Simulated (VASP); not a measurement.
# O (Fmmm) in VASP: notebook

O is run at these levels: LDA; tasks: single point.

Everything below comes from runs of VASP 6.6.1. Logs are shortened: lines on timing, memory, paths and dates and some standing lists are left out, and cuts for length are marked.

### 1 The cell of the first run

The structure is orthorhombic, space group Fmmm (No. 69). The conventional cell has a = 3.268 Å, b = 3.289 Å, c = 7.485 Å, α = 90.00°, β = 90.00°, γ = 90.00°. Within 2.0 Å of O (site symmetry mm2) lie 1 O at 1.50 Å.

### 2 Single point, LDA (atoms shifted along a free coordinate)

Contents of INCAR:

```
ALGO = Normal
EDIFF = 1E-6
ENCUT = 520
ISIF = 2
ISMEAR = 0
LASPH = T
LCHARG = F
LREAL = F
LWAVE = F
NBANDS = 13
NELM = 80
PREC = Accurate
SIGMA = 0.15
```

Contents of KPOINTS:

```
k-points
0
Gamma
  20 20 20
```

Contents of POSCAR:

```
O
1.0
    0.0000000000      1.6445112404      3.7425218819
    1.6338947230      0.0000000000      3.7425218819
    1.6338947230      1.6445112404      0.0000000000
O
2
Direct
    0.1002027111      0.1002027111      0.8997972889
    0.8997972889      0.8997972889      0.1002027111
```

Potentials or basis: VASP PAW LDA potentials, release 64 (O).

On the command line:

```sh
> cat potpaw_LDA.64/O/POTCAR > POTCAR
> mpirun -np 1 vasp_std > vasp.out
```

OUTCAR:

```text
EDIFF = 1E-6
   ENCUT = 520
   ISIF = 2
   ISMEAR = 0
   LASPH = T
   LREAL = F
   NELM = 80
   PREC = Accurate

 ion  position               nearest neighbor table
   1  0.100  0.100  0.900-   2 1.50
   2  0.900  0.900  0.100-   1 1.50

  LATTYP: Found a face centered orthorhombic cell.
 ALAT       =     3.2677894460
 B/A-ratio  =     1.0064976753
 C/A-ratio  =     2.2905526465

  Lattice vectors:

 A1 = (   0.0000000000,   1.6445112404,   3.7425218819)
 A2 = (   1.6338947230,   0.0000000000,   3.7425218819)
 A3 = (   1.6338947230,   1.6445112404,   0.0000000000)

Analysis of symmetry for initial positions (statically):
=====================================================================
 Subroutine PRICEL returns:
 Original cell was already a primitive cell.

 Routine SETGRP: Setting up the symmetry group for a
 face centered orthorhombic supercell.

 Subroutine GETGRP returns: Found  8 space group operations
 (whereof  8 operations were pure point group operations)
 out of a pool of  8 trial point group operations.

The static configuration has the point symmetry D_2h.

Analysis of symmetry for dynamics (positions and initial velocities):
=====================================================================
 Subroutine PRICEL returns:
 Original cell was already a primitive cell.

 Routine SETGRP: Setting up the symmetry group for a
 face centered orthorhombic supercell.

 Subroutine GETGRP returns: Found  8 space group operations
 (whereof  8 operations were pure point group operations)
 out of a pool of  8 trial point group operations.

The dynamic configuration has the point symmetry D_2h.

 Subroutine INISYM returns: Found  8 space group operations
 (whereof  8 operations are pure point group operations),
 and found     1 'primitive' translations

----------------------------------------------------------------------------------------

                                     Primitive cell

  volume of cell :      20.1120

  direct lattice vectors                    reciprocal lattice vectors
     0.000000000  1.644511240  3.742521882    -0.306017268  0.304041704  0.133599753
     1.633894723  0.000000000  3.742521882     0.306017268 -0.304041704  0.133599753
     1.633894723  1.644511240  0.000000000     0.306017268  0.304041704 -0.133599753

  length of vectors
     4.087895211  4.083635880  2.318195243     0.451593645  0.451593645  0.451593645

  position of ions in fractional coordinates (direct lattice)
     0.100202711  0.100202711  0.899797289
     0.899797289  0.899797289  0.100202711

  ion indices of the primitive-cell ions
   primitive index   ion index
                 1           1
                 2           2

----------------------------------------------------------------------------------------

 KPOINTS: k-points

Automatic generation of k-mesh.
 Grid dimensions read from file:
 generate k-points for:   20   20   20

 Generating k-lattice:

  Cartesian coordinates                     Fractional coordinates (reciprocal lattice)
    -0.015300863  0.015202085  0.006679988     0.050000000  0.000000000 -0.000000000
     0.015300863 -0.015202085  0.006679988     0.000000000  0.050000000  0.000000000
     0.015300863  0.015202085 -0.006679988    -0.000000000  0.000000000  0.050000000

  Length of vectors
     0.022579682  0.022579682  0.022579682

  Shift w.r.t. Gamma in fractional coordinates (k-lattice)
     0.000000000  0.000000000  0.000000000

 Subroutine IBZKPT returns following result:
 ===========================================

 Found   1166 irreducible k-points:

 Following reciprocal coordinates:
            Coordinates               Weight
  0.000000  0.000000  0.000000      1.000000
  0.050000 -0.000000 -0.000000      8.000000
  0.100000 -0.000000 -0.000000      8.000000
  0.150000  0.000000 -0.000000      8.000000
  0.200000 -0.000000 -0.000000      8.000000
  0.250000  0.000000 -0.000000      8.000000
[... 16 lines left out ...]
 -0.400000  0.050000  0.000000      8.000000
 -0.350000  0.050000  0.000000      8.000000
 [... further k-points ...]
   k-points           NKPTS =   1166   k-points in BZ     NKDIM =   1166   number of bands    NBANDS=     13
   number of dos      NEDOS =    301   number of ions     NIONS =      2
   total plane-waves  NPLWV =  16200
   dimension x,y,z NGX =    30 NGY =   30 NGZ =   18
   dimension x,y,z NGXF=    60 NGYF=   60 NGZF=   36
   ions per type =               2
   NGX,Y,Z   is equivalent  to a cutoff of  12.20, 12.21, 12.91 a.u.
   NGXF,Y,Z  is equivalent  to a cutoff of  24.40, 24.43, 25.82 a.u.
 SYSTEM =  unknown system
   PREC   = accura    normal or accurate (medium, high low for compatibility)
   ISTART =      0    job   : 0-new  1-cont  2-samecut
   ICHARG =      2    charge: 1-file 2-atom 10-const
   ISPIN  =      1    spin polarized calculation?
   LNONCOLLINEAR =      F non collinear calculations
   LSORBIT =      F    spin-orbit coupling
   LASPH  =      T    aspherical Exc in radial PAW
   ENCUT  =  520.0 eV  38.22 Ry    6.18 a.u.   7.60  7.59  4.31*2*pi/ulx,y,z
   NELM   =     80;   NELMIN=  2; NELMDL= -5     # of ELM steps
   EDIFF  = 0.1E-05   stopping-criterion for ELM
   LREAL  =      F    real-space projection
   EDIFFG = 0.1E-04   stopping-criterion for IOM
   NSW    =      0    number of steps for IOM
   IBRION =     -1    ionic relax: 0-MD 1-quasi-New 2-CG
   NFREE  =      0    steps in history (QN), initial steepest desc. (CG)
   ISIF   =      2    stress and relaxation
   ISYM   =      2    0-nonsym 1-usesym 2-fastsym
   POTIM  = 0.5000    time-step for ionic-motion
   TEBEG  =    0.0;   TEEND  =   0.0 temperature during run
   PSTRESS=    0.0 pullay stress
   NELECT =      12.0000    total number of electrons
   NUPDOWN=      -1.0000    fix difference up-down
   EMIN   =  10.00;   EMAX   =-10.00  energy-range for DOS
   EFERMI =   0.00;   METHOD = LEGACY
   ISMEAR =     0;   SIGMA  =   0.15  broadening in eV -4-tet -1-fermi 0-gaus
   EFERMI_NEDOS =   21; number of points for ismear=-14 and -15
   IALGO  =     38    algorithm
   IMIX   =      4    mixing-type and parameters
     AMIX     =   0.40;   BMIX     =  1.00
     AMIX_MAG =   1.60;   BMIX_MAG =  1.00
  volume/ion in A,a.u.               =      10.06        67.86
  Fermi-wavevector in a.u.,A,eV,Ry     =   1.378215  2.604448 25.843931  1.899475
  Thomas-Fermi vector in A             =   2.503297
   LORBIT       =      0    0 simple, 1 ext, 2 COOP (PROOUT), +10 PAW based schemes
   GGA     = CA    functional components
   LHFCALC =     F    Hartree Fock is set to
   AEXX    =    0.0000 exact exchange contribution
   IVDW    =     0    specifies the selected vdW correction
   LEPSILON=     F    determine dielectric tensor
   LRPA    =     F    only Hartree local field effects (RPA)
 non-spin polarized calculation
 Gauss-broadening in eV      SIGMA  =   0.15
  energy-cutoff  :      520.00
  volume of cell :       20.11
 maximum number of plane-waves:       555
   NGX = 15   NGY = 15   NGZ =  9

 number of electron      12.0000005 magnetization

 Free energy of the ion-electron system (eV)
  ---------------------------------------------------
  ext. energy  EPLUGINS =         0.00000000
  ---------------------------------------------------
  free energy    TOTEN  =        -9.41042480 eV

  energy without entropy =       -9.40458921  energy(sigma->0) =       -9.40750701

 E-fermi :  -0.3717     XC(G=0): -11.0695

 val. band max:       -0.3729979671   @ k =  -0.2000   0.0500   0.2500
 cond. band min:      -0.3640621626   @ k =  -0.1000   0.2000   0.2500
 fundamental gap:      0.0089358045
 Fermi energy:        -0.3716765396

 k-point     1 :       0.0000    0.0000    0.0000
  band No.  band energies     occupation
      1     -22.0551      2.00000
      2     -15.0760      2.00000
      3      -7.4008      2.00000
      4      -1.4169      2.00000
      5      -1.3986      2.00000
      6       1.1605      0.00000
      7       1.1789      0.00000
      8       4.6682      0.00000
      9      12.0144      0.00000
     10      16.4880      0.00000
     11      19.3973      0.00000
     12      22.6901      0.00000
     13      25.7006      0.00000

 k-point     2 :       0.0500   -0.0000   -0.0000
  band No.  band energies     occupation
      1     -22.0245      2.00000
      2     -15.0604      2.00000
      3      -7.3615      2.00000
      4      -1.5549      2.00000
      5      -1.3972      2.00000
      6       1.0610      0.00000
      7       1.1831      0.00000
      8       4.6564      0.00000
      9      12.1304      0.00000
     10      16.4632      0.00000
     11      19.5124      0.00000
     12      22.7422      0.00000
     13      25.6281      0.00000

 k-point     3 :       0.1000   -0.0000   -0.0000
  band No.  band energies     occupation
      1     -21.9345      2.00000
      2     -15.0145      2.00000
      3      -7.2474      2.00000
      4      -1.9674      2.00000
      5      -1.3685      2.00000
      6       0.7546      0.00000
      7       1.2194      0.00000
      8       4.6203      0.00000
      9      12.4559      0.00000
     10      16.4116      0.00000
     11      19.8172      0.00000
     12      22.8701      0.00000
     13      25.4068      0.00000
[... 305 lines left out ...]
 k-point    23 :      -0.4000    0.0500    0.0000
  band No.  band energies     occupation
      1     -20.6319      2.00000
      2     -14.2823      2.00000
      3      -6.6632      2.00000
      4      -5.4574      2.00000
      5      -2.4767      2.00000
      6      -0.9835      2.00000
      7       1.6789      0.00000
      8       4.0802      0.00000
      9      16.1858      0.00000
     10      17.8604      0.00000
     11      18.1121      0.00000
     12      21.2229      0.00000
     13      26.6323      0.00000

 k-point    24 :      -0.3500    0.0500    0.0000
  band No.  band energies     occupation
      1     -20.7614      2.00000
      2     -14.3212      2.00000
      3      -6.5344      2.00000
      4      -5.4065      2.00000
      5      -2.2885      2.00000
      6      -1.0115      2.00000
      7       1.6348      0.00000
      8       4.1980      0.00000
      9      15.6689      0.00000
     10      17.5396      0.00000
     11      18.7791      0.00000
     12      21.7192      0.00000
     13      25.7342      0.00000

 [... further k-points ...]

------------------------ aborting loop because EDIFF is reached ----------------------------------------

  FORCE on cell =-STRESS in cart. coord.  units (eV):
  Direction    XX          YY          ZZ          XY          YZ          ZX
  --------------------------------------------------------------------------------------
  -------------------------------------------------------------------------------------
  Total       -0.0538069     -0.0654533    -12.5097754     -0.0000000      0.0000000      0.0000000
  in kB       -4.2864083     -5.2141929   -996.5631746     -0.0000000      0.0000000      0.0000000
  external PRESSURE =    -335.3545919 kB  Pullay stress =       0.0000000 kB

 VOLUME and BASIS-vectors are now :
 -----------------------------------------------------------------------------
  energy-cutoff  :      520.00
  volume of cell :       20.11
      direct lattice vectors                 reciprocal lattice vectors
     0.000000000  1.644511240  3.742521882    -0.306017268  0.304041704  0.133599753
     1.633894723  0.000000000  3.742521882     0.306017268 -0.304041704  0.133599753
     1.633894723  1.644511240  0.000000000     0.306017268  0.304041704 -0.133599753

 POSITION                                       TOTAL-FORCE (eV/Angst)
 -----------------------------------------------------------------------------------
      1.63389      1.64451      0.75002         0.000000      0.000000     -8.337260
      1.63389      1.64451      6.73502         0.000000      0.000000      8.337260
 -----------------------------------------------------------------------------------
    total drift:                               -0.000000     -0.000000     -0.000000

  FREE ENERGIE OF THE ION-ELECTRON SYSTEM (eV)
  ---------------------------------------------------
  free  energy   TOTEN  =        -9.4104248041 eV

  energy  without entropy=       -9.4045892116  energy(sigma->0) =       -9.40750701
```

Wall time 3.9 min (1 thread of Intel Xeon 8259CL, shared host); peak memory 0.31 GiB.

Results:

* Free energy: -9.4104 eV
* Pressure: -33.5 GPa
* Largest force: 8.337 eV/Å
* Band gap on the k mesh: zero (bands 6 and 7 overlap by 3.07 eV)

Forces on the atoms (eV/Å):
```
O    0.000  0.000 -8.337
O    0.000  0.000  8.337
```

Caveat: the cell differs from its parent crystal (atoms shifted along a free coordinate); the stress differs along the axes, from -100 to -0 GPa; forces of over 1 eV/Å act on the atoms, so gaps and moduli don't describe the material at rest.

### 3 Single point, LDA

Contents of INCAR:

```
SYSTEM = O
  ALGO = Normal
  EDIFF = 1E-7
  ENCUT = 520
  GGA = CA
  ISIF = 2
  ISMEAR = 0
  LASPH = .TRUE.
  LCHARG = .TRUE.
  LELF = .TRUE.
  LREAL = .FALSE.
  LVHAR = .TRUE.
  LWAVE = .FALSE.
  NBANDS = 13
  NELM = 80
  PREC = Accurate
  SIGMA = 0.15
```

Contents of KPOINTS:

```
k-points
0
G
  20 20 20
  0 0 0
```

Contents of POSCAR:

```
O
1.0
    0.0000000000      1.6445112404      3.7425218819
    1.6338947230      0.0000000000      3.7425218819
    1.6338947230      1.6445112404      0.0000000000
O
2
Direct
    0.0808467867      0.0808467867      0.9191532133
    0.9191532133      0.9191532133      0.0808467867
```

Potentials or basis: VASP PAW LDA potentials, release 64 (O).

On the command line:

```sh
> cat potpaw_LDA.64/O/POTCAR > POTCAR
> mpirun -np 1 vasp_std > vasp.out
```

OUTCAR:

```text
SYSTEM = O
   EDIFF = 1E-7
   ENCUT = 520
   GGA = CA
   ISIF = 2
   ISMEAR = 0
   LASPH = .TRUE.
   LREAL = .FALSE.
   NELM = 80
   PREC = Accurate

 ion  position               nearest neighbor table
   1  0.081  0.081  0.919-   2 1.21
   2  0.919  0.919  0.081-   1 1.21

  LATTYP: Found a face centered orthorhombic cell.
 ALAT       =     3.2677894460
 B/A-ratio  =     1.0064976753
 C/A-ratio  =     2.2905526465

  Lattice vectors:

 A1 = (   0.0000000000,   1.6445112404,   3.7425218819)
 A2 = (   1.6338947230,   0.0000000000,   3.7425218819)
 A3 = (   1.6338947230,   1.6445112404,   0.0000000000)

Analysis of symmetry for initial positions (statically):
=====================================================================
 Subroutine PRICEL returns:
 Original cell was already a primitive cell.

 Routine SETGRP: Setting up the symmetry group for a
 face centered orthorhombic supercell.

 Subroutine GETGRP returns: Found  8 space group operations
 (whereof  8 operations were pure point group operations)
 out of a pool of  8 trial point group operations.

The static configuration has the point symmetry D_2h.
[... 173 lines left out ...]
      4      -3.9033      2.00000
      5      -3.8846      2.00000
      6       2.5530      0.00000
      7       2.5692      0.00000
      8      11.4925      0.00000
      9      11.5833      0.00000
     10      13.6051      0.00000
     11      20.1235      0.00000
     12      21.2666      0.00000
     13      26.9947      0.00000
[... 354 lines left out ...]
  band No.  band energies     occupation
      1     -25.7948      2.00000
      2     -12.5730      2.00000
      3      -8.5137      2.00000
      4      -6.2622      2.00000
      5      -3.4714      2.00000
      6      -0.9342      2.00000
      7       2.9582      0.00000
      8      10.7087      0.00000
      9      14.6648      0.00000
     10      17.5074      0.00000
     11      18.6706      0.00000
     12      21.2102      0.00000
     13      25.9743      0.00000

 [... further k-points ...]

------------------------ aborting loop because EDIFF is reached ----------------------------------------

  FORCE on cell =-STRESS in cart. coord.  units (eV):
  Direction    XX          YY          ZZ          XY          YZ          ZX
  --------------------------------------------------------------------------------------
  -------------------------------------------------------------------------------------
  Total       -0.3488010     -0.3633784      0.5921781      0.0000000      0.0000000      0.0000000
  in kB      -27.7864516    -28.9477224     47.1745398      0.0000000      0.0000000      0.0000000
  external PRESSURE =      -3.1865447 kB  Pullay stress =       0.0000000 kB

 VOLUME and BASIS-vectors are now :
 -----------------------------------------------------------------------------
  energy-cutoff  :      520.00
  volume of cell :       20.11
      direct lattice vectors                 reciprocal lattice vectors
     0.000000000  1.644511240  3.742521882    -0.306017268  0.304041704  0.133599753
     1.633894723  0.000000000  3.742521882     0.306017268 -0.304041704  0.133599753
     1.633894723  1.644511240  0.000000000     0.306017268  0.304041704 -0.133599753

 POSITION                                       TOTAL-FORCE (eV/Angst)
 -----------------------------------------------------------------------------------
      1.63389      1.64451      0.60514         0.000000      0.000000      0.581234
      1.63389      1.64451      6.87990         0.000000      0.000000     -0.581234
 -----------------------------------------------------------------------------------
    total drift:                                0.000000     -0.000000      0.000000

  FREE ENERGIE OF THE ION-ELECTRON SYSTEM (eV)
  ---------------------------------------------------
  free  energy   TOTEN  =       -11.0462544776 eV

  energy  without entropy=      -11.0411984374  energy(sigma->0) =      -11.04372646
```

Wall time 6.4 min (1 thread of Intel Xeon 8259CL, shared host); peak memory 0.32 GiB.

What came out:

- Free energy: -11.0463 eV
- Pressure: -0.3 GPa
- Largest force: 0.581 eV/Å
- Band gap on the k mesh: zero (bands 6 and 7 overlap by 2.93 eV)

Forces in eV/Å, atoms in the order of the input:
```
O    0.000  0.000  0.581
O    0.000  0.000 -0.581
```

Levels at points of the mesh, in eV from the Fermi level:
| k point | band 2 | band 3 | band 4 | band 5 | band 6 | band 7 | band 8 | band 9 | band 10 | band 11 |
| --- | --- | --- | --- | --- | --- | --- | --- | --- | --- | --- |
| (0.00, 0.00, 0.00) | -14.48 | -9.09 | -4.90 | -4.89 | 1.55 | 1.57 | 10.49 | 10.58 | 12.60 | 19.12 |
| (0.50, 0.00, 0.00) | -13.50 | -9.76 | -7.18 | -4.43 | -2.24 | 2.01 | 9.42 | 15.18 | 15.50 | 18.47 |
| (0.50, 0.50, 0.00) | -15.31 | -7.46 | -4.97 | -4.95 | 1.71 | 1.72 | 6.42 | 10.68 | 14.25 | 19.46 |
| (0.50, 0.00, 0.50) | -12.30 | -8.63 | -8.43 | -6.25 | -1.47 | -1.01 | 10.58 | 10.74 | 17.69 | 17.79 |
| (0.00, 0.50, 0.50) | -12.31 | -8.59 | -8.48 | -6.24 | -1.51 | -0.98 | 10.55 | 10.74 | 17.67 | 17.95 |

Caveat: the standard files for N, O and F lose accuracy on very short bonds; spin is off for a triplet molecule; the stress differs along the axes, from -3 to 5 GPa.

[end of part 1 of 2]

The gap in the log of VASP goes by the Fermi energy; the results here count the filled bands.